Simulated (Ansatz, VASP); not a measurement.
## Two plane-wave programs on SrTiO3

INCAR

```
ALGO     = Normal         # electronic algorithm
EDIFF    = 1E-6           # SCF threshold, eV
ENCUT    = 520            # plane-wave cutoff, eV
GGA      = PS             # functional
ISIF     = 2              # what is computed and relaxed
ISMEAR   = 0              # smearing method
LASPH    = True           # aspherical terms in the spheres
LCHARG   = True           # write CHGCAR
LELF     = True           # ELF
LREAL    = False          # projectors in reciprocal space
LVHAR    = True         
LWAVE    = False          # write WAVECAR
NBANDS   = 28             # bands
NELM     = 100            # most SCF steps
PREC     = Accurate       # precision mode
SIGMA    = 0.05           # smearing width, eV
```

File KPOINTS:

```
k-points
0
Gamma
  8 8 8
```

POSCAR

```
SrTiO3
1.0
    3.8911201355      0.0000000000      0.0000000000
    0.0000000000      3.8911201355      0.0000000000
    0.0000000000      0.0000000000      3.8911201355
Sr Ti O
1 1 3
Direct
    0.0000000000     -0.0227153993     -0.0227153993
    0.5000000000      0.5000000000      0.5000000000
    0.0000000000      0.5000000000      0.5000000000
    0.5000000000      0.0000000000      0.5000000000
    0.5000000000      0.5000000000      0.0000000000
```

Input for Ansatz:

```yaml
crystal:
  lattice:
    - [3.8911201355, 0.0, 0.0]
    - [0.0, 3.8911201355, 0.0]
    - [0.0, 0.0, 3.8911201355]
  atoms:
    - { symbol: Sr, position: [0.0, -0.0227153993, -0.0227153993] }
    - { symbol: Ti, position: [0.5, 0.5, 0.5] }
    - { symbol: O, position: [0.0, 0.5, 0.5] }
    - { symbol: O, position: [0.5, 0.0, 0.5] }
    - { symbol: O, position: [0.5, 0.5, 0.0] }
basis:
  ecutwfc: 420
kpoints:
  mp_grid: { grid: [8, 8, 8] }
hamiltonian:
  xc: pbesol
scf:
  occupations: { method: gaussian, width: 0.05 }
output:
  forces: true
  stress: true
  eigenvalues: true
```

Change from the starting cell: all Sr atoms moved +0.125 Å, as atom 1 towards its neighbour atom 3 (O) at 2.751 Å.

Alike in both runs: task single point; functional PBEsol; k mesh 8 × 8 × 8; occupations gaussian, width 0.05 eV; no spin polarisation.

|  | VASP | Ansatz |
| --- | --- | --- |
| version | VASP 6.6.1 | Ansatz 0.2.0 |
| potentials or method | VASP PAW PBE potentials, release 64 (Sr_sv, Ti_sv, O), cutoff 520 eV | scalar-relativistic, plane waves, PAW |
| valence electrons in the cell | 40 | 40 |

```csv
,VASP,Ansatz,Ansatz less VASP
gap on the k mesh at the Fermi level (eV),1.81,1.85,+0.032
least direct gap on the mesh (eV),2.16,2.18,+0.022
pressure (GPa),1.1,0.4,-0.69
"traceless stress, the component that is largest in VASP (GPa)",0.44,0.43,-0.009
rms of the force components (eV/Å),0.163,0.159,-0.0043
```

VASP's potentials were made for PBE, not for PBEsol. Atom by atom the forces differ by 0.007 eV/Å (rms over components).
